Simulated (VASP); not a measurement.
Input of a VASP 6.6.1 run:

Contents of INCAR:

```
SYSTEM = CoO
  ALGO = Normal
  EDIFF = 1E-7
  ENCUT = 520
  GGA = PS
  ISIF = 2
  ISMEAR = 0
  LASPH = .True.
  LCHARG = .False.
  LREAL = .False.
  LWAVE = .False.
  NBANDS = 23
  NELM = 100
  PREC = Accurate
  SIGMA = 0.1
```

File KPOINTS:

```
k-points
0
Gamma
  18 18 10
  0 0 0
```

Contents of POSCAR:

```
CoO
1.0
    2.8133306830      0.0000000000      0.0000000000
   -1.4066653415      2.4364158407      0.0000000000
    0.0000000000      0.0000000000      4.8496257328
Co O
2 2
Direct
    0.0000000000      0.0000000000      0.0000000000
    0.0000000000      0.0000000000      0.5000000000
    0.3333333333      0.6666666667      0.2500000000
    0.6666666667      0.3333333333      0.7500000000
```

Potentials or basis: VASP PAW PBE potentials, release 64 (Co, O).

The run is started by

```bash
$ cat potpaw_PBE.64/Co/POTCAR potpaw_PBE.64/O/POTCAR > POTCAR
$ mpirun -np 1 vasp_std > vasp.out
```

Task: Estimate the band gap on the k mesh.

Result: Zero (band 15 reaches 10.38 eV, above the bottom of band 16 at 9.52 eV).

Task: Predict the pressure.

Result: -0.1 GPa.

Caveat: the PAW data sets were made with another functional, which shifts forces and pressure a little; the run has no spin polarisation, though such a crystal can be magnetic; semilocal functionals often make such compounds metallic where correlation or magnetic order opens a gap, which also shifts bond lengths. With open d or f shells a metallic result of PBEsol can be an artefact of self-interaction; +U or a hybrid may open a gap.
